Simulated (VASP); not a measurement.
Input of a VASP 6.6.1 run:

Contents of POSCAR:

```
C
1.0
    2.3452968091      0.0000000000      0.0000000000
   -1.1726484046      2.0310866161      0.0000000000
    0.0000000000      0.0000000000      7.2264104360
C
4
Direct
    0.0000000000      0.0000000000      0.2500000000
    0.0000000000      0.0000000000      0.7500000000
    0.3333333333      0.6666666667      0.2500000000
    0.6666666667      0.3333333333      0.7500000000
```

File INCAR.step1:

```
SYSTEM = C
ALGO = Normal
EDIFF = 1E-4
ENCUT = 520
GGA = PE
ISMEAR = 0
LASPH = .TRUE.
LCHARG = .FALSE.
LREAL = .FALSE.
LWAVE = .TRUE.
NBANDS = 16
NELM = 100
PREC = Accurate
SIGMA = 0.1
```

Contents of INCAR.step2:

```
SYSTEM = C
ALGO = Normal
EDIFF = 1E-7
ENCUT = 520
ISIF = 2
ISMEAR = 0
ISTART = 1
LASPH = .TRUE.
LCHARG = .FALSE.
LMIXTAU = .TRUE.
LREAL = .FALSE.
LWAVE = .FALSE.
METAGGA = R2SCAN
NBANDS = 16
NELM = 100
PREC = Accurate
SIGMA = 0.1
```

Contents of KPOINTS:

```
k-points
0
G
  24 24 8
  0 0 0
```

Potentials or basis: VASP PAW PBE potentials, release 64 (C).

Run with:

```sh
$ cat potpaw_PBE.64/C/POTCAR > POTCAR
$ cp INCAR.step1 INCAR
$ mpirun -np 1 vasp_std > vasp.out
$ cp INCAR.step2 INCAR
$ mpirun -np 1 vasp_std > vasp.out
```

Task: Predict the pressure.

Result: 45.2 GPa.

Task: Predict the band gap on the k mesh.

Result: Zero (bands 8 and 9 overlap by 0.01 eV).

Stress tensor (GPa, compression positive):
```
68.15  0.00  0.00
 0.00 68.15  0.00
 0.00  0.00 -0.80
```

Caveat: the cell differs from its parent crystal (biaxial strain in the a-b plane: -4.5 %); the cell stands under pressure; the PAW data sets were made with another functional, which shifts forces and pressure a little.
